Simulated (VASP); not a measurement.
# Al5InAs5P (an interface model): single point with PBEsol

The system is Al5InAs5P (an interface model).

```
In Al P As
1.0
     2.93900    2.93900    0.00000
    -2.93900    2.93900    0.00000
     0.00000    0.00000   16.74192
In Al P As
1 5 1 5
Direct
  0.02904 0.99990 0.99175
  0.03085 0.97459 0.33145
  0.00425 0.99421 0.67239
  0.50538 0.48831 0.17661
  0.50868 0.47657 0.50405
  0.46925 0.45137 0.83226
  0.48224 0.01954 0.08791
  0.53647 0.00674 0.41929
  0.48697 0.94859 0.74882
  0.98415 0.52562 0.25771
  0.97785 0.50535 0.58214
  0.98311 0.52241 0.91183
```

```
Program             : VASP 6.6.1
Task                : single point
Functional          : PBEsol
Potentials or basis : VASP PAW PBE potentials, release 64 (In_d, Al, P, As)
Cutoff              : 520 eV
k mesh              : 4 × 4 × 1
Occupations         : fermi-dirac, width 0.05 eV
Spin                : no spin polarisation
```

The pressure is -1.2 GPa. The largest force is 2.934 eV/Å and the band gap on the k mesh is 0.77 eV, direct.

Forces in eV/Å, atoms in the order of the input:
```
In  -1.538  0.395  2.210
Al  -1.536  1.720  1.814
Al  -0.662 -0.378 -1.174
Al  -1.058 -0.166 -1.408
Al  -1.302 -0.156 -0.625
Al   0.159  0.397 -0.231
P    1.264  0.421  0.825
As   0.417 -0.939 -0.372
As   0.186  0.667  0.560
As   2.150 -1.163 -1.096
As   1.149  0.673  1.101
As   0.770 -1.471 -1.603
```

Stress tensor (GPa, compression positive):
```
-1.92 -0.66 -0.50
-0.66 -1.27  2.83
-0.50  2.83 -0.31
```

Levels at points of the mesh, in eV from the valence-band top:
```csv
k point,band 26,band 27,band 28,band 29,band 30,band 31,band 32,band 33
"(0.00, 0.00, 0.00)",-0.93,-0.59,-0.32,0.00,0.77,0.93,1.29,1.33
"(0.50, 0.00, 0.00)",-1.22,-1.11,-0.97,-0.91,1.58,1.72,1.78,2.00
"(0.00, 0.50, 0.00)",-1.36,-1.22,-1.04,-0.60,1.54,1.66,1.79,2.06
"(0.50, 0.50, 0.00)",-2.43,-2.31,-2.25,-2.14,0.81,1.23,1.84,2.04
```

It took 73 s on 1 thread of AMD EPYC 9R45 96-Core Processor (Zen 5), on a shared host, peak memory 0.38 GiB.

Caveat: the PAW data sets were made with another functional, which shifts forces and pressure a little; spin-orbit coupling is left out, which moves the levels of the heavy elements.
